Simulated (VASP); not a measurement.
Crystal: PbO2 (Plattnerite).

```
Pb O
1.0
     5.08202    0.00000    0.00000
     0.00000    5.08202    0.00000
     0.00000    0.00000    3.44281
Pb O
2 4
Cartesian
  0.0000 0.0000 0.0000
  2.5410 2.5410 1.7214
  1.5651 1.5651 0.0000
  0.9759 4.1061 1.7214
  3.5169 3.5169 0.0000
  4.1061 0.9759 1.7214
```

| Item | Value |
| --- | --- |
| Program | VASP 6.6.1 |
| Task | relaxation of cell and atoms |
| Functional | LDA |
| Potentials or basis | VASP PAW LDA potentials, release 64 (Pb_d, O) |
| Cutoff | 600 eV |
| k mesh | 8 × 8 × 10 |
| Occupations | gaussian, width 0.1 eV |
| Spin | no spin polarisation |

At the start: pressure -8.8 GPa; volume 14.82 Å³/atom.

Question: How do energy, volume and symmetry change on relaxing?

Answer: Over 11 steps the energy falls by 29.6 meV/atom and the volume is 13.80 Å³/atom (-6.9 %); space group P4_2/mnm (No. 136, to 0.05 Å).

Step by step:
```csv
step,energy change (eV),largest force (eV/Å),pressure (GPa),volume (Å³)
1,0.0000,0.0867,-8.79,88.92
2,-0.0404,0.3735,9.60,78.86
3,-0.1687,0.1293,-0.20,83.27
4,-0.1687,0.1344,-0.03,83.16
5,-0.1752,0.0325,0.09,82.90
6,-0.1766,0.0487,0.21,82.68
7,-0.1766,0.0435,0.18,82.70
8,-0.1771,0.0251,-0.18,82.88
9,-0.1771,0.0228,-0.25,82.90
10,-0.1773,0.0144,0.04,82.73
11,-0.1773,0.0040,-0.02,82.78
```

Final structure:
```yaml
crystal:
  lattice:
    - [4.93820, 0.00000, 0.00000]
    - [0.00000, 4.93820, 0.00000]
    - [0.00000, 0.00000, 3.39448]
  atoms:
    - { symbol: Pb, position: [0.00000, 0.00000, 0.00000] }
    - { symbol: Pb, position: [0.50000, 0.50000, 0.50000] }
    - { symbol: O, position: [0.30738, 0.30738, 0.00000] }
    - { symbol: O, position: [0.19262, 0.80738, 0.50000] }
    - { symbol: O, position: [0.69262, 0.69262, 0.00000] }
    - { symbol: O, position: [0.80738, 0.19262, 0.50000] }
```
